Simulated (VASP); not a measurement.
# SiC (Imm2) in VASP: a series of runs

Runs on SiC. Level: PBE. Tasks: single point.

Everything below comes from runs of VASP 6.6.1. Logs are shortened: lines on timing, memory, paths and dates and some standing lists are left out, and cuts for length are marked.

## (1) The cell of the first run

It takes space group Imm2 (No. 44, orthorhombic). The conventional cell has a = 2.865 Å, b = 3.329 Å, c = 4.380 Å, α = 90.00°, β = 90.00°, γ = 90.00°. Si (site symmetry mm2) has 4 C at 1.80 to 1.99 Å within 2.4 Å. Within 2.4 Å of C (site symmetry mm2) lie 4 Si at 1.80 to 1.99 Å.

## (2) Single point, PBE (strain -0.1500 x Voigt [0, 0, 0, 1, 0, 0])

INCAR

```
SYSTEM = SiC
ALGO = Normal ; EDIFF = 1E-6
ENCUT = 520 ; GGA = PE
ISIF = 2 ; ISMEAR = 0
LASPH = .True. ; LCHARG = .False.
LREAL = .False. ; LWAVE = .False.
NBANDS = 11 ; NELM = 60
PREC = Accurate ; SIGMA = 0.05
```

KPOINTS

```
k-points
0
Gamma
  10 10 10
  0 0 0
```

POSCAR

```
SiC
1.0
    0.0000000000      2.0256242857      2.0256242857
    2.1898640927     -0.1642398070      2.1898640927
    2.1898640927      2.1898640927     -0.1642398070
Si C
1 1
Direct
    0.0000000000      0.0000000000      0.0000000000
    0.7500000000      0.7500000000      0.7500000000
```

Potentials or basis: VASP PAW PBE potentials, release 64 (Si, C).

Started as:

```bash
> cat potpaw_PBE.64/Si/POTCAR potpaw_PBE.64/C/POTCAR > POTCAR
> mpirun -np 1 vasp_std > vasp.out
```

OUTCAR:

```text
SYSTEM = SiC
   EDIFF = 1E-6
   ENCUT = 520
   GGA = PE
   ISIF = 2
   ISMEAR = 0
   LASPH = .True.
   LREAL = .False.
   NELM = 60
   PREC = Accurate

 ion  position               nearest neighbor table
   1  0.000  0.000  0.000-   2 1.80   2 1.80   2 1.99   2 1.99
   2  0.750  0.750  0.750-   1 1.80   1 1.80   1 1.99   1 1.99

  LATTYP: Found a body centered orthorhombic cell.
 ALAT       =     2.8646653371
 B/A-ratio  =     1.1621621622
 C/A-ratio  =     1.5288795269

  Lattice vectors:

 A1 = (  -2.1898640927,   0.1642398070,  -2.1898640927)
 A2 = (  -2.1898640927,  -0.1642398070,   2.1898640927)
 A3 = (   2.1898640927,   2.1898640927,  -0.1642398070)

Analysis of symmetry for initial positions (statically):
=====================================================================
 Subroutine PRICEL returns:
 Original cell was already a primitive cell.

 Routine SETGRP: Setting up the symmetry group for a
 body centered orthorhombic supercell.

 Subroutine GETGRP returns: Found  4 space group operations
 (whereof  4 operations were pure point group operations)
 out of a pool of  8 trial point group operations.

The static configuration has the point symmetry C_2v.

Analysis of symmetry for dynamics (positions and initial velocities):
=====================================================================
 Subroutine PRICEL returns:
 Original cell was already a primitive cell.

 Routine SETGRP: Setting up the symmetry group for a
 body centered orthorhombic supercell.

 Subroutine GETGRP returns: Found  4 space group operations
 (whereof  4 operations were pure point group operations)
 out of a pool of  8 trial point group operations.

The dynamic configuration has the point symmetry C_2v.

 Subroutine INISYM returns: Found  4 space group operations
 (whereof  4 operations are pure point group operations),
 and found     1 'primitive' translations

----------------------------------------------------------------------------------------

                                     Primitive cell

  volume of cell :      20.8849

  direct lattice vectors                    reciprocal lattice vectors
     0.000000000  2.025624286  2.025624286    -0.228324672  0.246837483  0.246837483
     2.189864093 -0.164239807  2.189864093     0.228324672 -0.212395043  0.212395043
     2.189864093  2.189864093 -0.164239807     0.228324672  0.212395043 -0.212395043

  length of vectors
     2.864665337  3.101287507  3.101287507     0.417120656  0.377300231  0.377300231

[... 84 lines left out ...]
   IBRION =     -1    ionic relax: 0-MD 1-quasi-New 2-CG
   NFREE  =      0    steps in history (QN), initial steepest desc. (CG)
   ISIF   =      2    stress and relaxation
   ISYM   =      2    0-nonsym 1-usesym 2-fastsym
   POTIM  = 0.5000    time-step for ionic-motion
   TEBEG  =    0.0;   TEEND  =   0.0 temperature during run
   PSTRESS=    0.0 pullay stress
   NELECT =       8.0000    total number of electrons
   NUPDOWN=      -1.0000    fix difference up-down
   EMIN   =  10.00;   EMAX   =-10.00  energy-range for DOS
   EFERMI =   0.00;   METHOD = LEGACY
   ISMEAR =     0;   SIGMA  =   0.05  broadening in eV -4-tet -1-fermi 0-gaus
   EFERMI_NEDOS =   21; number of points for ismear=-14 and -15
   IALGO  =     38    algorithm
   IMIX   =      4    mixing-type and parameters
     AMIX     =   0.40;   BMIX     =  1.00
     AMIX_MAG =   1.60;   BMIX_MAG =  1.00
  volume/ion in A,a.u.               =      10.44        70.47
  Fermi-wavevector in a.u.,A,eV,Ry     =   1.188943  2.246776 19.232989  1.413585
  Thomas-Fermi vector in A             =   2.325061
   LORBIT       =      0    0 simple, 1 ext, 2 COOP (PROOUT), +10 PAW based schemes
   GGA     = PE    functional components
   LHFCALC =     F    Hartree Fock is set to
   AEXX    =    0.0000 exact exchange contribution
   IVDW    =     0    specifies the selected vdW correction
   LEPSILON=     F    determine dielectric tensor
   LRPA    =     F    only Hartree local field effects (RPA)
 non-spin polarized calculation
 Gauss-broadening in eV      SIGMA  =   0.05
  energy-cutoff  :      520.00
  volume of cell :       20.88
 maximum number of plane-waves:       574
 NGX is ok and might be reduce to    24
   NGX = 11   NGY = 11   NGZ = 11

 number of electron       8.0000000 magnetization

 Free energy of the ion-electron system (eV)
  ---------------------------------------------------
  ext. energy  EPLUGINS =         0.00000000
  ---------------------------------------------------
  free energy    TOTEN  =       -14.66367450 eV

  energy without entropy =      -14.66367400  energy(sigma->0) =      -14.66367425

 E-fermi :   8.6178     XC(G=0): -11.3099

 val. band max:        8.5091284530   @ k =   0.0000   0.0000   0.0000
 cond. band min:       8.7263791853   @ k =   0.0000   0.5000   0.5000
 fundamental gap:      0.2172507324
 Fermi energy:         8.6177539405

 k-point     1 :       0.0000    0.0000    0.0000
  band No.  band energies     occupation
      1      -7.3783      2.00000
      2       7.6172      2.00000
      3       7.7937      2.00000
      4       8.5091      1.99788
      5      12.2922      0.00000
      6      13.6570      0.00000
      7      17.1178      0.00000
      8      17.2711      0.00000
      9      22.4044      0.00000
     10      22.8545      0.00000
     11      24.2380      0.00000
[... 309 lines left out ...]
 k-point    24 :      -0.3000    0.2000   -0.0000
  band No.  band energies     occupation
      1      -4.2213      2.00000
      2       1.9957      2.00000
      3       3.8489      2.00000
      4       6.7392      2.00000
      5      13.2326      0.00000
      6      14.9096      0.00000
      7      16.6826      0.00000
      8      18.5040      0.00000
      9      21.6623      0.00000
     10      23.4656      0.00000
     11      26.5843      0.00000

 [... further k-points ...]
[... 5 lines left out ...]
  --------------------------------------------------------------------------------------
  -------------------------------------------------------------------------------------
  Total        0.4013457      1.0297747      1.0297747      0.0000000      5.2945555      0.0000000
  in kB       30.7891385     78.9989134     78.9989134      0.0000000    406.1705281      0.0000000
  external PRESSURE =      62.9289885 kB  Pullay stress =       0.0000000 kB

 VOLUME and BASIS-vectors are now :
 -----------------------------------------------------------------------------
  energy-cutoff  :      520.00
  volume of cell :       20.88
      direct lattice vectors                 reciprocal lattice vectors
     0.000000000  2.025624286  2.025624286    -0.228324672  0.246837483  0.246837483
     2.189864093 -0.164239807  2.189864093     0.228324672 -0.212395043  0.212395043
     2.189864093  2.189864093 -0.164239807     0.228324672  0.212395043 -0.212395043

 POSITION                                       TOTAL-FORCE (eV/Angst)
 -----------------------------------------------------------------------------------
      0.00000      0.00000      0.00000         1.228644     -0.000000     -0.000000
      3.28480      3.03844      3.03844        -1.228644      0.000000      0.000000
 -----------------------------------------------------------------------------------
    total drift:                                0.000117      0.000000      0.000000

  FREE ENERGIE OF THE ION-ELECTRON SYSTEM (eV)
  ---------------------------------------------------
  free  energy   TOTEN  =       -14.6636744994 eV

  energy  without entropy=      -14.6636739963  energy(sigma->0) =      -14.66367425
```

stdout:

```text
POSCAR found type information on POSCAR SiC
 POSCAR found :  2 types and       2 ions
 scaLAPACK will be used
 LDA part: xc-table for (Slater+PW92), standard interpolation
 POSCAR, INCAR and KPOINTS ok, starting setup
 FFT: planning ... GRIDC
 FFT: planning ... GRID_SOFT
 FFT: planning ... GRID
 WAVECAR not read
 entering main loop
```

Wall time 16 s (1 thread of Intel Xeon Platinum 8488C (Sapphire Rapids), shared host); peak memory 0.15 GiB.

Results:

- Free energy: -14.6637 eV
- Pressure: 6.3 GPa
- Largest force: 1.229 eV/Å
- Band gap on the k mesh: 0.22 eV, indirect (least direct gap 2.63 eV)

Forces in eV/Å, atoms in the order of the input:
```
Si   1.229  0.000  0.000
C   -1.229  0.000  0.000
```

Levels at points of the mesh, in eV from the valence-band top:
```csv
k point,band 2,band 3,band 4,band 5,band 6,band 7
"(0.00, 0.00, 0.00)",-0.89,-0.72,0.00,3.78,5.15,8.61
"(0.50, 0.00, 0.00)",-8.84,-1.98,-1.88,3.71,5.46,6.79
"(0.00, 0.50, 0.00)",-9.10,-1.28,-0.92,5.11,7.10,8.34
"(0.50, 0.50, 0.00)",-8.22,-3.61,-3.60,0.86,3.81,11.83
"(0.00, 0.50, 0.50)",-8.26,-4.74,-2.41,0.22,4.80,13.47
```

Caveat: the cell differs from its parent crystal (strain -0.1500 x Voigt [0, 0, 0, 1, 0, 0]); forces of over 1 eV/Å act on the atoms, so gaps and moduli don't describe the material at rest. A k mesh can miss the band edges.

## (3) Single point, PBE (strain +0.1125 x Voigt [0, 0, 0, 1, 0, 0])

INCAR

```
ALGO = Normal ; EDIFF = 1E-6
ENCUT = 520 ; GGA = PE
ISIF = 2 ; ISMEAR = 0
LASPH = T ; LCHARG = T
LELF = T ; LREAL = F
LVHAR = T ; LWAVE = F
NBANDS = 11 ; NELM = 100
PREC = Accurate ; SIGMA = 0.05
```

KPOINTS

```
k-points
0
Gamma
  10 10 10
```

POSCAR

```
SiC
1.0
    0.0000000000      2.3130439479      2.3130439479
    2.1898640927      0.1231798552      2.1898640927
    2.1898640927      2.1898640927      0.1231798552
Si C
1 1
Direct
    0.0000000000      0.0000000000      0.0000000000
    0.7500000000      0.7500000000      0.7500000000
```

Potentials or basis: VASP PAW PBE potentials, release 64 (Si, C).

Started as:

```bash
> cat potpaw_PBE.64/Si/POTCAR potpaw_PBE.64/C/POTCAR > POTCAR
> mpirun -np 1 vasp_std > vasp.out
```

OUTCAR:

```text
EDIFF = 1E-6
   ENCUT = 520
   GGA = PE
   ISIF = 2
   ISMEAR = 0
   LASPH = T
   LREAL = F
   NELM = 100
   PREC = Accurate

 ion  position               nearest neighbor table
   1  0.000  0.000  0.000-   2 1.83   2 1.83   2 1.97   2 1.97
   2  0.750  0.750  0.750-   1 1.83   1 1.83   1 1.97   1 1.97

  LATTYP: Found a body centered orthorhombic cell.
 ALAT       =     2.9227328778
 B/A-ratio  =     1.1192052980
 C/A-ratio  =     1.4985044369

  Lattice vectors:

 A1 = (  -2.1898640927,   2.1898640927,   0.1231798552)
 A2 = (  -2.1898640927,  -2.1898640927,  -0.1231798552)
 A3 = (   2.1898640927,   0.1231798552,   2.1898640927)

Analysis of symmetry for initial positions (statically):
=====================================================================
 Subroutine PRICEL returns:
 Original cell was already a primitive cell.

 Routine SETGRP: Setting up the symmetry group for a
 body centered orthorhombic supercell.

 Subroutine GETGRP returns: Found  4 space group operations
 (whereof  4 operations were pure point group operations)
 out of a pool of  8 trial point group operations.

The static configuration has the point symmetry C_2v.

[... 164 lines left out ...]
 fundamental gap:      0.6066946965
 Fermi energy:         8.5546713432

 k-point     1 :       0.0000    0.0000    0.0000
  band No.  band energies     occupation
      1      -7.3643      2.00000
      2       7.6843      2.00000
      3       7.8568      2.00000
      4       8.3339      2.00000
      5      12.7899      0.00000
      6      13.9926      0.00000
      7      16.5686      0.00000
      8      16.5912      0.00000
      9      22.3852      0.00000
     10      22.6371      0.00000
     11      24.2171      0.00000
[... 309 lines left out ...]
 k-point    24 :      -0.3000    0.2000   -0.0000
  band No.  band energies     occupation
      1      -4.4452      2.00000
      2       1.3518      2.00000
      3       4.5757      2.00000
      4       6.9008      2.00000
      5      13.6543      0.00000
      6      15.7433      0.00000
      7      17.0314      0.00000
      8      18.2427      0.00000
      9      20.6993      0.00000
     10      23.5393      0.00000
     11      27.3912      0.00000

 [... further k-points ...]
[... 5 lines left out ...]
  --------------------------------------------------------------------------------------
  -------------------------------------------------------------------------------------
  Total        0.2193713      0.5750922      0.5750922      0.0000000     -3.9365698      0.0000000
  in kB       16.7874685     44.0091417     44.0091417      0.0000000   -301.2474422      0.0000000
  external PRESSURE =      34.9352506 kB  Pullay stress =       0.0000000 kB

 VOLUME and BASIS-vectors are now :
 -----------------------------------------------------------------------------
  energy-cutoff  :      520.00
  volume of cell :       20.94
      direct lattice vectors                 reciprocal lattice vectors
     0.000000000  2.313043948  2.313043948    -0.228324672  0.216165370  0.216165370
     2.189864093  0.123179855  2.189864093     0.228324672 -0.241933427  0.241933427
     2.189864093  2.189864093  0.123179855     0.228324672  0.241933427 -0.241933427

 POSITION                                       TOTAL-FORCE (eV/Angst)
 -----------------------------------------------------------------------------------
      0.00000      0.00000      0.00000        -0.890349     -0.000000     -0.000000
      3.28480      3.46957      3.46957         0.890349      0.000000      0.000000
 -----------------------------------------------------------------------------------
    total drift:                                0.000108     -0.000000     -0.000000

  FREE ENERGIE OF THE ION-ELECTRON SYSTEM (eV)
  ---------------------------------------------------
  free  energy   TOTEN  =       -14.8393986947 eV

  energy  without entropy=      -14.8393986947  energy(sigma->0) =      -14.83939869
```

OSZICAR:

```text
N       E                     dE             d eps       ncg     rms          rms(c)
DAV:   1     0.370807673506E+01    0.37081E+01   -0.38793E+03  3906   0.607E+02
DAV:   2    -0.161395603229E+02   -0.19848E+02   -0.18942E+02  4752   0.110E+02
DAV:   3    -0.167418857843E+02   -0.60233E+00   -0.60112E+00  4626   0.158E+01
DAV:   4    -0.167442209848E+02   -0.23352E-02   -0.23351E-02  4324   0.126E+00
DAV:   5    -0.167442317935E+02   -0.10809E-04   -0.10808E-04  4621   0.795E-02    0.884E+00
DAV:   6    -0.149006804656E+02    0.18436E+01   -0.67250E+00  4209   0.115E+01    0.387E+00
DAV:   7    -0.148478334976E+02    0.52847E-01   -0.39120E-01  4593   0.362E+00    0.180E+00
DAV:   8    -0.148391874149E+02    0.86461E-02   -0.25762E-02  4317   0.105E+00    0.187E-01
DAV:   9    -0.148392988105E+02   -0.11140E-03   -0.23771E-03  4608   0.296E-01    0.113E-01
DAV:  10    -0.148393841560E+02   -0.85346E-04   -0.27595E-04  4235   0.107E-01    0.381E-02
DAV:  11    -0.148393979224E+02   -0.13766E-04   -0.36062E-05  4514   0.376E-02    0.165E-02
DAV:  12    -0.148393986947E+02   -0.77231E-06   -0.32772E-06  4419   0.120E-02
   1 F= -.14839399E+02 E0= -.14839399E+02  d E =-.959677E-13
```

stdout:

```text
POSCAR found type information on POSCAR SiC
 POSCAR found :  2 types and       2 ions
 scaLAPACK will be used
 LDA part: xc-table for (Slater+PW92), standard interpolation
 POSCAR, INCAR and KPOINTS ok, starting setup
 FFT: planning ... GRIDC
 FFT: planning ... GRID_SOFT
 FFT: planning ... GRID
 WAVECAR not read
 entering main loop
```

It took 15 s on 1 thread of Intel Xeon Platinum 8488C (Sapphire Rapids), shared host; peak memory 0.13 GiB.

Results:

| Item | Value |
| --- | --- |
| Free energy | -14.8394 eV |
| Pressure | 3.5 GPa |
| Largest force | 0.890 eV/Å |
| Band gap on the k mesh | 0.61 eV, indirect (least direct gap 3.20 eV) |

Forces in eV/Å, atoms in the order of the input:
```
Si  -0.890  0.000  0.000
C    0.890  0.000  0.000
```

Caveat: the cell differs from its parent crystal (strain +0.1125 x Voigt [0, 0, 0, 1, 0, 0]).

(Continued in part 2 of 2.)
